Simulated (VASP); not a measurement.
Tc: relaxation of volume and atoms at fixed shape with PBEsol

The system is Tc.

```
CELL_PARAMETERS angstrom
3.85000 0.00000 0.00000
0.00000 3.85000 0.00000
0.00000 0.00000 3.85000
ATOMIC_POSITIONS crystal
Tc 0.00000 0.00000 0.00000
Tc 0.00000 0.50000 0.50000
Tc 0.50000 0.00000 0.50000
Tc 0.50000 0.50000 0.00000
```

This isn't the form of Tc at room conditions, which is hcp.

```
Program                : VASP 6.6.1
Task                   : relaxation of volume and atoms at fixed shape
Functional             : PBEsol
Potentials or basis    : VASP PAW PBE potentials, release 64 (Tc_pv)
Cutoff                 : 600 eV
k mesh                 : 5 × 5 × 5
Occupations            : fermi-dirac, width 0.05 eV
Spin                   : no spin polarisation
Dipole correction      : no
Further INCAR settings : ALGO = Normal; EDIFF = 1e-06; IBRION = 2; EDIFFG = -0.03; NSW = 80; ISIF = 8
```

| Item | Value |
| --- | --- |
| Relaxed volume | 14.08 Å³/atom |
| Relaxed cell | a = 3.833 Å, b = 3.833 Å, c = 3.833 Å, α = 90.00°, β = 90.00°, γ = 90.00° |
| Space group after relaxing (to 0.1 Å) | Fm-3m (No. 225) |
| Energy gained by relaxing | 2.5 meV/atom |
| Ionic steps | 3 |
| Pressure after relaxing | -0.1 GPa |
| Band gap on the k mesh | zero (bands 26 and 27 overlap by 3.78 eV) |

Step by step:
| step | energy change (eV) | largest force (eV/Å) | pressure (GPa) | volume (Å³) |
| --- | --- | --- | --- | --- |
| 1 | 0.0000 | 0.0000 | -4.18 | 57.07 |
| 2 | 0.0870 | 0.0000 | 14.30 | 54.05 |
| 3 | -0.0101 | 0.0000 | -0.07 | 56.32 |

Final structure:
```xyz
4
Lattice="3.8331 0.0000 0.0000 0.0000 3.8331 0.0000 0.0000 0.0000 3.8331" Properties=species:S:1:pos:R:3 pbc="T T T"
Tc    0.0000    0.0000    0.0000
Tc    0.0000    1.9165    1.9165
Tc    1.9165    0.0000    1.9165
Tc    1.9165    1.9165    0.0000
```

Levels at points of the mesh, in eV from the Fermi level:
```csv
k point,band 22,band 23,band 24,band 25,band 26,band 27,band 28,band 29
"(0.00, 0.00, 0.00)",-1.82,0.88,0.88,2.94,2.94,2.94,3.61,3.61
```

Run time: 19 s on 1 thread of Intel(R) Xeon(R) 6975P-C (Granite Rapids) (shared host), peak memory 0.18 GiB.

Caveat: the PAW data sets were made with another functional, which shifts forces and pressure a little.
